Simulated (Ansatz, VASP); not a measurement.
One calculation of W3C, two programs

File INCAR:

```
SYSTEM = W3C
PREC = Accurate ; ENCUT = 520
EDIFF = 1E-6 ; ISMEAR = 0
SIGMA = 0.1 ; LREAL = .FALSE.
LASPH = .TRUE. ; NELM = 100
ALGO = Normal ; ISIF = 2
LWAVE = .FALSE. ; LCHARG = .TRUE.
LDIPOL = .TRUE. ; IDIPOL = 3
DIPOL = 0.5 0.5 0.344 ; GGA = PE
LELF = .TRUE. ; LVHAR = .TRUE.
LVACPOTAV = .TRUE. ; NBANDS = 31
```

Contents of KPOINTS:

```
Automatic mesh
0
G
  9 9 1
  0 0 0
```

The input POSCAR:

```
W3C
1.0
    2.8545944806      0.0000000000      0.0000000000
   -1.4272972403      2.4721513377      0.0000000000
    0.0000000000      0.0000000000     21.6971108210
W C
3 1
Direct
    0.6666666667      0.3333333333      0.1843563428
    0.3333333333      0.6666666667      0.2926027619
    0.0000000000      0.0000000000      0.4008418859
    0.4444444444     -0.4444444444      0.4980898568
```

Input for Ansatz:

```yaml
crystal:
  lattice:
    - [2.8545944806, 0.0, 0.0]
    - [-1.4272972403, 2.4721513377, 0.0]
    - [0.0, 0.0, 21.697110821]
  atoms:
    - { symbol: W, position: [0.6666666667, 0.3333333333, 0.1843563428] }
    - { symbol: W, position: [0.3333333333, 0.6666666667, 0.2926027619] }
    - { symbol: W, position: [0.0, 0.0, 0.4008418859] }
    - { symbol: C, position: [0.4444444444, -0.4444444444, 0.4980898568] }
basis:
  ecutwfc: 420
kpoints:
  mp_grid: { grid: [9, 9, 1] }
hamiltonian:
  xc: pbe
scf:
  occupations: { method: gaussian, width: 0.1 }
output:
  forces: true
  eigenvalues: true
efield:
  axis: 3
  dipole_correction: true
  ramp_width: 0.04
```

Alike in both runs: task single point; functional PBE; k mesh 9 × 9 × 1; occupations gaussian, width 0.1 eV; no spin polarisation.

|  | VASP | Ansatz |
| --- | --- | --- |
| version | VASP 6.6.1 | Ansatz 0.2.0 |
| potentials or method | VASP PAW PBE potentials, release 64 (W_sv, C), cutoff 520 eV | scalar-relativistic, plane waves, PAW |
| valence electrons in the cell | 46 | 46 |

VASP gave:

```
gap on the k mesh at the Fermi level (eV)  : none
rms of the force components (eV/Å)         : 1.223
work function, face that differs most (eV) : 5.05
```

Task: Which values does Ansatz return?

Result: gap on the k mesh at the Fermi level (eV): none; rms of the force components (eV/Å): 1.223; work function, face that differs most (eV): 5.04.

Atom by atom the forces differ by 0.009 eV/Å (rms over components). A gap of «none» marks a metal or a gap that the smearing closes.

Neither program's run includes spin-orbit coupling.
